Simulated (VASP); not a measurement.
**Ti: single point with PBEsol**

The system is Ti.

```xyz
2
Lattice="-2.0273 1.6634 1.4842 1.6634 -2.0273 1.4842 3.6874 3.6874 -2.1507" Properties=species:S:1:pos:R:3 pbc="T T T"
Ti   -1.8738    1.5099    1.4842
Ti    0.5856    2.7379    0.4088
```

This cell differs from its parent crystal: volume scaled by 1.12.

- Program: VASP 6.6.1
- Task: single point
- Functional: PBEsol
- Potentials or basis: VASP PAW PBE potentials, release 64 (Ti_sv)
- Cutoff: 520 eV
- k mesh: 16 × 16 × 8
- Occupations: fermi-dirac, width 0.1 eV
- Spin: no spin polarisation
- Dipole correction: no
- Further INCAR settings: ALGO = Normal; EDIFF = 1e-07; NBANDS = 19

```json
{"Pressure": "-11.1 GPa", "Band gap on the k mesh": "zero (band 12 reaches 8.15 eV, above the bottom of band 13 at 7.08 eV)"}
```

Stress tensor (GPa, compression positive):
```
-11.10  -0.11  -0.04
 -0.11 -11.10  -0.04
 -0.04  -0.04 -10.99
```

Levels at points of the mesh, in eV from the Fermi level:
```
           k point  band 10  band 11  band 12  band 13  band 14  band 15
(0.00, 0.00, 0.00)    -2.49     0.63     0.75     0.75     0.86     1.20
(0.50, 0.00, 0.00)    -2.33    -0.71    -0.70     1.17     1.17     1.61
(0.50, 0.50, 0.00)    -1.93    -1.63    -0.66     0.48     0.58     1.10
(0.00, 0.00, 0.50)    -4.24     0.12     0.12     0.66     0.66     0.66
(0.50, 0.00, 0.50)    -1.93    -1.63    -0.65     0.48     0.59     1.10
(0.50, 0.50, 0.50)    -2.33    -0.70    -0.70     1.17     1.17     1.61
```

It took 5.9 min on 1 thread of Oxide Virtual Turin-like Processor (shared host), peak memory 0.38 GiB.

Caveat: the PAW data sets were made with another functional, which shifts forces and pressure a little.
